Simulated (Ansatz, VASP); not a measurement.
# HfN in VASP and in Ansatz

```xyz
2
Lattice="0.0000 2.2341 2.2341 2.2341 0.0000 2.2341 2.2341 2.2341 0.0000" Properties=species:S:1:pos:R:3 pbc="T T T"
Hf    0.0000    0.0000    0.0000
N     2.2341    2.2341    2.2341
```

Alike in both runs: functional LDA; k mesh 16 × 16 × 16; occupations gaussian, width 0.1 eV; no spin polarisation.

Ansatz relaxed the structure, and its values are those at the end. VASP's run is a single point on that final structure, the one shown.

```csv
,VASP,Ansatz
version,VASP 6.6.1,Ansatz 0.2.0
potentials or method,"VASP PAW LDA potentials, release 64 (Hf_pv, N), cutoff 600 eV","scalar-relativistic, plane waves, PAW"
valence electrons in the cell,15,31
```

|  | VASP | Ansatz | Ansatz less VASP |
| --- | --- | --- | --- |
| gap on the k mesh at the Fermi level (eV) | none | none | - |
| pressure (GPa) | -1.3 | 0.0 | +1.32 |

Ansatz warns that its potentials were made for another functional, while VASP's fit it. LDA's correlation is that of Perdew and Zunger in VASP and of Perdew and Wang (1992) in Ansatz. A gap of «none» marks a metal or a gap that the smearing closes. VASP's potentials hold 15 valence electrons a cell and Ansatz's 31, so a difference there can come from the potentials and not from the codes.

Neither program's run includes spin-orbit coupling.
